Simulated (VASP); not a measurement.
AlN, 2 atoms in the cell. It takes space group R-3m (No. 166, trigonal). Conventional cell: a = 2.842 Å, b = 2.842 Å, c = 6.360 Å, α = 90.00°, β = 90.00°, γ = 120.00°. Within 2.6 Å of Al (site symmetry -3m) lie 6 N at 1.95 Å. Within 2.6 Å of N (site symmetry -3m) lie 6 Al at 1.95 Å. 

| Quantity | Value |
| --- | --- |
| Program | VASP 6.6.1 |
| Task | single point |
| Functional | PBE |
| Potentials or basis | VASP PAW PBE potentials, release 64 (Al, N) |
| Cutoff | 520 eV |
| k mesh | 10 × 10 × 10 |
| Occupations | gaussian, width 0.05 eV |
| Spin | no spin polarisation |
| Dipole correction | no |
| Further INCAR settings | ALGO = Normal; EDIFF = 1e-06; NBANDS = 11 |

Potentials or basis: VASP PAW PBE potentials, release 64 (Al, N).

Launch:

```sh
$ cat potpaw_PBE.64/Al/POTCAR potpaw_PBE.64/N/POTCAR > POTCAR
$ mpirun -np 1 vasp_std > vasp.out
```

Hardware: 1 thread of Intel(R) Xeon(R) Platinum 8488C (Sapphire Rapids), with other jobs on the host.

Question: Estimate the wall time of this run.

Answer: Run time: 9.9 s on 1 thread of Intel(R) Xeon(R) Platinum 8488C (Sapphire Rapids), with other jobs on the host, peak memory 0.13 GiB. Counts: scf iterations 12, k points 116.
